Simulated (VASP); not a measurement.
# Sc (I4/mmm) in VASP: notebook, part 2 of 2

VASP 6.6.1.

### Step 4. Single point, PBEsol (strain +0.025 along x and y, -0.025 along z)

Input file INCAR:

```
SYSTEM = Sc
PREC = Accurate ; ENCUT = 520
EDIFF = 1E-6 ; ISMEAR = 0
SIGMA = 0.15 ; LREAL = .False.
LASPH = .True. ; NELM = 60
ALGO = Normal ; ISIF = 2
LWAVE = .False. ; LCHARG = .False.
GGA = PS ; NBANDS = 12
```

Input file KPOINTS:

```
regular mesh
0
Gamma
  18 18 18
  0 0 0
```

Input file POSCAR:

```
Sc
1.0
    0.0000000000      2.3272625000      2.2137375000
    2.3272625000      0.0000000000      2.2137375000
    2.3272625000      2.3272625000      0.0000000000
Sc
1
Direct
    0.0000000000      0.0000000000      0.0000000000
```

Potentials or basis: VASP PAW PBE potentials, release 64 (Sc_sv).

On the command line:

```console
> cat potpaw_PBE.64/Sc_sv/POTCAR > POTCAR
> mpirun -np 1 vasp_std > vasp.out
```

OUTCAR:

```text
SYSTEM = Sc
   PREC = Accurate
   ENCUT = 520
   EDIFF = 1E-6
   ISMEAR = 0
   LREAL = .False.
   LASPH = .True.
   NELM = 60
   ISIF = 2
   GGA = PS

 ion  position               nearest neighbor table
   1  0.000  0.000  0.000-

  LATTYP: Found a body centered tetragonal cell.
 ALAT       =     3.2912461907
 C/A-ratio  =     1.3452275349

  Lattice vectors:

 A1 = (   0.0000000000,  -2.3272625000,  -2.2137375000)
 A2 = (   0.0000000000,   2.3272625000,  -2.2137375000)
 A3 = (   2.3272625000,   0.0000000000,   2.2137375000)

Analysis of symmetry for initial positions (statically):
=====================================================================
 Subroutine PRICEL returns:
 Original cell was already a primitive cell.

 Routine SETGRP: Setting up the symmetry group for a
 body centered tetragonal supercell.

 Subroutine GETGRP returns: Found 16 space group operations
 (whereof 16 operations were pure point group operations)
 out of a pool of 16 trial point group operations.

The static configuration has the point symmetry D_4h.

Analysis of symmetry for dynamics (positions and initial velocities):
=====================================================================
 Subroutine PRICEL returns:
 Original cell was already a primitive cell.

 Routine SETGRP: Setting up the symmetry group for a
 body centered tetragonal supercell.

 Subroutine GETGRP returns: Found 16 space group operations
 (whereof 16 operations were pure point group operations)
 out of a pool of 16 trial point group operations.

The dynamic configuration has the point symmetry D_4h.

 Subroutine INISYM returns: Found 16 space group operations
 (whereof 16 operations are pure point group operations),
 and found     1 'primitive' translations

----------------------------------------------------------------------------------------

                                     Primitive cell

[... 113 lines left out ...]
   GGA     = PS    functional components
   LHFCALC =     F    Hartree Fock is set to
   AEXX    =    0.0000 exact exchange contribution
   IVDW    =     0    specifies the selected vdW correction
   LEPSILON=     F    determine dielectric tensor
   LRPA    =     F    only Hartree local field effects (RPA)
 non-spin polarized calculation
 Gauss-broadening in eV      SIGMA  =   0.15
  energy-cutoff  :      520.00
  volume of cell :       23.98
 maximum number of plane-waves:       664
   NGX = 11   NGY = 11   NGZ = 13

 number of electron      10.9999997 magnetization

 Free energy of the ion-electron system (eV)
  ---------------------------------------------------
  ext. energy  EPLUGINS =         0.00000000
  ---------------------------------------------------
  free energy    TOTEN  =        -6.56550726 eV

  energy without entropy =       -6.54393861  energy(sigma->0) =       -6.55472293

 E-fermi :   3.7983     XC(G=0): -10.1002

 val. band max:        3.7943881858   @ k =   0.5000   0.1667   0.3333
 cond. band min:       3.7986062216   @ k =   0.5000   0.2222   0.1111
 fundamental gap:      0.0042180358
 Fermi energy:         3.7983190078

 k-point     1 :       0.0000    0.0000    0.0000
  band No.  band energies     occupation
      1     -45.3555      2.00000
      2     -23.8420      2.00000
      3     -23.8409      2.00000
      4     -23.8409      2.00000
      5      -1.4536      2.00000
      6       5.3126      0.00000
      7       5.3126      0.00000
      8       5.6310      0.00000
      9       6.6438      0.00000
     10       7.0139      0.00000
     11      16.5050      0.00000
     12      19.6653      0.00000
[... 331 lines left out ...]
 k-point    24 :      -0.2222    0.0556    0.0000
  band No.  band energies     occupation
      1     -45.3226      2.00000
      2     -24.0481      2.00000
      3     -23.8781      2.00000
      4     -23.8708      2.00000
      5      -0.0247      2.00000
      6       4.5725      0.00000
      7       5.5429      0.00000
      8       5.7343      0.00000
      9       6.5811      0.00000
     10       7.1196      0.00000
     11      14.7645      0.00000
     12      17.1581      0.00000

 [... further k-points ...]

------------------------ aborting loop because EDIFF is reached ----------------------------------------

  FORCE on cell =-STRESS in cart. coord.  units (eV):
  Direction    XX          YY          ZZ          XY          YZ          ZX
  --------------------------------------------------------------------------------------
  -------------------------------------------------------------------------------------
  Total       -0.1866741     -0.1866741      0.0073235      0.0000000      0.0000000      0.0000000
  in kB      -12.4723380    -12.4723380      0.4893079      0.0000000      0.0000000      0.0000000
  external PRESSURE =      -8.1517894 kB  Pullay stress =       0.0000000 kB

 VOLUME and BASIS-vectors are now :
 -----------------------------------------------------------------------------
  energy-cutoff  :      520.00
  volume of cell :       23.98
      direct lattice vectors                 reciprocal lattice vectors
     0.000000000  2.327262500  2.213737500    -0.214844694  0.214844694  0.225862371
     2.327262500  0.000000000  2.213737500     0.214844694 -0.214844694  0.225862371
     2.327262500  2.327262500  0.000000000     0.214844694  0.214844694 -0.225862371

 POSITION                                       TOTAL-FORCE (eV/Angst)
 -----------------------------------------------------------------------------------
      0.00000      0.00000      0.00000         0.000000      0.000000      0.000000
 -----------------------------------------------------------------------------------
    total drift:                               -0.000000      0.000000     -0.000000

  FREE ENERGIE OF THE ION-ELECTRON SYSTEM (eV)
  ---------------------------------------------------
  free  energy   TOTEN  =        -6.5655072564 eV

  energy  without entropy=       -6.5439386051  energy(sigma->0) =       -6.55472293
```

stdout:

```text
POSCAR found type information on POSCAR Sc
 POSCAR found :  1 types and       1 ions
 scaLAPACK will be used
 -----------------------------------------------------------------------------
|                                                                             |
|                                                                             |
|     You enforced a specific xc type in the INCAR file but a different       |
|     I HOPE YOU KNOW WHAT YOU ARE DOING!                                     |
|                                                                             |
 -----------------------------------------------------------------------------

 LDA part: xc-table for (Slater+PW92), standard interpolation
 POSCAR, INCAR and KPOINTS ok, starting setup
 FFT: planning ... GRIDC
 FFT: planning ... GRID_SOFT
 FFT: planning ... GRID
 WAVECAR not read
 entering main loop
```

Wall time 1.8 min (1 thread of Intel Xeon 8259CL, shared host); peak memory 0.25 GiB.

Results:

* Free energy: -6.5655 eV
* Pressure: -0.8 GPa
* Band gap on the k mesh: zero (an odd number of electrons rules out a gap without spin polarisation)

Stress tensor (GPa, compression positive):
```
-1.25  0.00  0.00
 0.00 -1.25  0.00
 0.00  0.00  0.05
```

Caveat: the cell differs from its parent crystal (strain +0.025 along x and y, -0.025 along z); the PAW data sets were made with another functional, which shifts forces and pressure a little.

### Step 5. Overview

```csv
cell,gap on the mesh (eV),pressure (GPa)
"a = 3.132, b = 3.132, c = 3.211 Å, angles 59.2, 59.2, 61.7°, 1 atom",none,3.5
"a = 3.173, b = 3.173, c = 3.291 Å, angles 58.8, 58.8, 62.5°, 1 atom",none,0.6
"a = 3.212, b = 3.212, c = 3.291 Å, angles 59.2, 59.2, 61.6°, 1 atom",none,-0.8
```

Alike in all rows: task single point; level PBEsol; potentials or basis VASP PAW PBE potentials, release 64 (Sc_sv); no spin polarisation; k mesh 18 × 18 × 18; cutoff (eV) 520; smearing gaussian 0.15 eV.

Caveats: the PAW data sets were made with another functional, which shifts forces and pressure a little; the cell stands under pressure (at least some runs).

Total energies depend on the potentials used, so only differences within one code and one set of settings carry meaning.
